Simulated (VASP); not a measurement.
# RbBr (Fm-3m) in VASP: notebook, part 2 of 2

VASP 6.6.1. The steps go on from the part before.

## 4. Single point, PBE-based screened hybrid

File POSCAR:

```
RbBr
1.0
    0.0000000000      3.4270000000      3.4270000000
    3.4270000000      0.0000000000      3.4270000000
    3.4270000000      3.4270000000      0.0000000000
Rb Br
1 1
Direct
    0.0000000000      0.0000000000      0.0000000000
    0.5000000000      0.5000000000      0.5000000000
```

File INCAR.step1:

```
SYSTEM = RbBr
ALGO     = Normal         ! electronic algorithm
EDIFF    = 1E-5           ! SCF threshold, eV
ENCUT    = 520            ! plane-wave cutoff, eV
GGA      = PE             ! functional
ISIF     = 2              ! what is computed and relaxed
ISMEAR   = -1             ! smearing method
LASPH    = .True.         ! aspherical terms in the spheres
LCHARG   = .False.        ! write CHGCAR
LREAL    = .False.        ! projectors in reciprocal space
LWAVE    = .True.         ! write WAVECAR
NBANDS   = 15             ! bands
NELM     = 60             ! most SCF steps
PREC     = Accurate       ! precision mode
SIGMA    = 0.05           ! smearing width, eV
```

File INCAR.step2:

```
SYSTEM = RbBr
AEXX     = 0.25           ! exact-exchange fraction
ALGO     = Normal         ! electronic algorithm
EDIFF    = 1E-6           ! SCF threshold, eV
ENCUT    = 520            ! plane-wave cutoff, eV
GGA      = PE             ! functional
HFSCREEN = 0.2            ! screening, 1/A
ISIF     = 2              ! what is computed and relaxed
ISMEAR   = -1             ! smearing method
ISTART   = 1            
LASPH    = .True.         ! aspherical terms in the spheres
LCHARG   = .False.        ! write CHGCAR
LHFCALC  = .True.         ! exact exchange
LREAL    = .False.        ! projectors in reciprocal space
LWAVE    = .False.        ! write WAVECAR
NBANDS   = 15             ! bands
NELM     = 60             ! most SCF steps
PREC     = Accurate       ! precision mode
PRECFOCK = Normal       
SIGMA    = 0.05           ! smearing width, eV
```

File KPOINTS:

```
k-points
0
Gamma
  4 4 4
  0 0 0
```

Potentials or basis: VASP PAW PBE potentials, release 64 (Rb_sv, Br).

On the command line:

```
cat potpaw_PBE.64/Rb_sv/POTCAR potpaw_PBE.64/Br/POTCAR > POTCAR
cp INCAR.step1 INCAR
mpirun -np 1 vasp_std > vasp.out
cp INCAR.step2 INCAR
mpirun -np 1 vasp_std > vasp.out
```

OUTCAR:

```text
SYSTEM = RbBr
   AEXX = 0.25
   EDIFF = 1E-6
   ENCUT = 520
   GGA = PE
   HFSCREEN = 0.2
   ISIF = 2
   ISMEAR = -1
   ISTART = 1
   LASPH = .True.
   LHFCALC = .True.
   LREAL = .False.
   NELM = 60
   PREC = Accurate
   PRECFOCK = Normal

 ion  position               nearest neighbor table
   1  0.000  0.000  0.000-   2 3.43   2 3.43   2 3.43   2 3.43   2 3.43   2 3.43
   2  0.500  0.500  0.500-   1 3.43   1 3.43   1 3.43   1 3.43   1 3.43   1 3.43

  LATTYP: Found a face centered cubic cell.
 ALAT       =     6.8540000000

  Lattice vectors:

 A1 = (   0.0000000000,   3.4270000000,   3.4270000000)
 A2 = (   3.4270000000,   0.0000000000,   3.4270000000)
 A3 = (   3.4270000000,   3.4270000000,   0.0000000000)

Analysis of symmetry for initial positions (statically):
=====================================================================
 Subroutine PRICEL returns:
 Original cell was already a primitive cell.

 Routine SETGRP: Setting up the symmetry group for a
 face centered cubic supercell.

 Subroutine GETGRP returns: Found 48 space group operations
 (whereof 48 operations were pure point group operations)
 out of a pool of 48 trial point group operations.

The static configuration has the point symmetry O_h .

Analysis of symmetry for dynamics (positions and initial velocities):
=====================================================================
 Subroutine PRICEL returns:
 Original cell was already a primitive cell.

 Routine SETGRP: Setting up the symmetry group for a
 face centered cubic supercell.

 Subroutine GETGRP returns: Found 48 space group operations
 (whereof 48 operations were pure point group operations)
 out of a pool of 48 trial point group operations.

The dynamic configuration has the point symmetry O_h .

 Subroutine INISYM returns: Found 48 space group operations
 (whereof 48 operations are pure point group operations),
 and found     1 'primitive' translations

[... 111 lines left out ...]
   HFSCREENC=   0.2000 screening length for correlation (either q_TF or 0.3 A-1)
   ENCUTFOCK=  -1.0 apply spherical cutoff to Coloumb kernel
   IVDW    =     0    specifies the selected vdW correction
   LEPSILON=     F    determine dielectric tensor
   LRPA    =     F    only Hartree local field effects (RPA)
 non-spin polarized calculation
  energy-cutoff  :      520.00
  volume of cell :       80.50
 maximum number of plane-waves:      2200
  NGX = 28; NGY = 28; NGZ = 28

 number of electron      15.9999999 magnetization

 Free energy of the ion-electron system (eV)
  ---------------------------------------------------
  ext. energy  EPLUGINS =         0.00000000
  ---------------------------------------------------
  free energy    TOTEN  =        -7.08016840 eV

  energy without entropy =       -7.08016840  energy(sigma->0) =       -7.08016840

 E-fermi :  -1.5666     XC(G=0):  -6.0642

 val. band max:       -2.6406874846   @ k =   0.0000   0.0000   0.0000
 cond. band min:       2.9039899243   @ k =   0.0000   0.0000   0.0000
 fundamental gap:      5.5446774089
 Fermi energy:        -1.5666393589

 k-point     1 :       0.0000    0.0000    0.0000
  band No.  band energies     occupation
      1     -28.7335      2.00000
      2     -15.8458      2.00000
      3     -11.6472      2.00000
      4     -11.6472      2.00000
      5     -11.6472      2.00000
      6      -2.6407      2.00000
      7      -2.6407      2.00000
      8      -2.6407      2.00000
      9       2.9040      0.00000
     10       5.9275      0.00000
     11       5.9275      0.00000
     12       5.9275      0.00000
     13       6.9023      0.00000
     14       6.9023      0.00000
[... 113 lines left out ...]
      2     -15.8129      2.00000
      3     -11.7815      2.00000
      4     -11.7815      2.00000
      5     -11.6219      2.00000
      6      -3.1535      2.00000
      7      -3.0075      2.00000
      8      -3.0075      2.00000
      9       5.6657      0.00000
     10       5.6657      0.00000
     11       6.9816      0.00000
     12       7.3985      0.00000
     13       9.7866      0.00000
     14       9.8011      0.00000
     15       9.8846      0.00000

------------------------ aborting loop because EDIFF is reached ----------------------------------------

  FORCE on cell =-STRESS in cart. coord.  units (eV):
  Direction    XX          YY          ZZ          XY          YZ          ZX
  --------------------------------------------------------------------------------------
  -------------------------------------------------------------------------------------
  Total        0.3833801      0.3833801      0.3833801      0.0000000     -0.0000000      0.0000000
  in kB        7.6307616      7.6307616      7.6307616      0.0000000     -0.0000000      0.0000000
  external PRESSURE =       7.6307616 kB  Pullay stress =       0.0000000 kB

 VOLUME and BASIS-vectors are now :
 -----------------------------------------------------------------------------
  energy-cutoff  :      520.00
  volume of cell :       80.50
      direct lattice vectors                 reciprocal lattice vectors
     0.000000000  3.427000000  3.427000000    -0.145900204  0.145900204  0.145900204
     3.427000000  0.000000000  3.427000000     0.145900204 -0.145900204  0.145900204
     3.427000000  3.427000000  0.000000000     0.145900204  0.145900204 -0.145900204

 POSITION                                       TOTAL-FORCE (eV/Angst)
 -----------------------------------------------------------------------------------
      0.00000      0.00000      0.00000         0.000000      0.000000     -0.000000
      3.42700      3.42700      3.42700         0.000000      0.000000      0.000000
 -----------------------------------------------------------------------------------
    total drift:                               -0.000000     -0.000000     -0.000000

  FREE ENERGIE OF THE ION-ELECTRON SYSTEM (eV)
  ---------------------------------------------------
  free  energy   TOTEN  =        -7.0801683995 eV

  energy  without entropy=       -7.0801683994  energy(sigma->0) =       -7.08016840
```

OSZICAR.step1:

```text
N       E                     dE             d eps       ncg     rms          rms(c)
DAV:   1     0.843392889665E+02    0.84339E+02   -0.67200E+03   240   0.907E+02
DAV:   2    -0.224967072073E+00   -0.84564E+02   -0.77448E+02   347   0.167E+02
DAV:   3    -0.614629060346E+01   -0.59213E+01   -0.58922E+01   310   0.446E+01
DAV:   4    -0.631450174493E+01   -0.16821E+00   -0.16819E+00   395   0.718E+00
DAV:   5    -0.631553336609E+01   -0.10316E-02   -0.10316E-02   317   0.607E-01    0.291E+00
DAV:   6    -0.610089711565E+01    0.21464E+00   -0.26523E-01   317   0.235E+00    0.193E+00
DAV:   7    -0.608469682686E+01    0.16200E-01   -0.12596E-01   317   0.172E+00    0.967E-01
DAV:   8    -0.609628331048E+01   -0.11586E-01   -0.13493E-02   262   0.684E-01    0.107E-01
DAV:   9    -0.609666318593E+01   -0.37988E-03   -0.59049E-04   338   0.124E-01    0.698E-02
DAV:  10    -0.609709540946E+01   -0.43222E-03   -0.59888E-04   254   0.130E-01    0.297E-02
DAV:  11    -0.609709451021E+01    0.89925E-06   -0.35855E-05   303   0.295E-02
   1 F= -.60970945E+01 E0= -.60970945E+01  d E =-.244438E-10
```

It took 6 min on 1 thread of AMD EPYC 7R13 (Zen 3), shared host; peak memory 0.29 GiB.

What came out:

- Free energy: -7.0802 eV
- Pressure: 0.8 GPa
- Band gap on the k mesh: 5.54 eV, direct

Caveat: the PAW data sets were made with another functional, which shifts forces and pressure a little.

## 5. The runs side by side

```csv
screening parameter,gap on the mesh (eV),pressure (GPa)
0.1 1/Å,5.87,0.7
0.15 1/Å,5.70,0.8
0.2 1/Å,5.54,0.8
```

Alike in all rows: task single point; level PBE-based screened hybrid; potentials or basis VASP PAW PBE potentials, release 64 (Rb_sv, Br); no spin polarisation; cell as given; k mesh 4 × 4 × 4; cutoff (eV) 520; smearing fermi-dirac 0.05 eV.

On the cell as given the gap runs from 5.54 eV (PBE-based screened hybrid) to 5.87 eV (PBE-based screened hybrid).

Caveats: the PAW data sets were made with another functional, which shifts forces and pressure a little.

Total energies depend on the potentials used, so only differences within one code and one set of settings carry meaning.
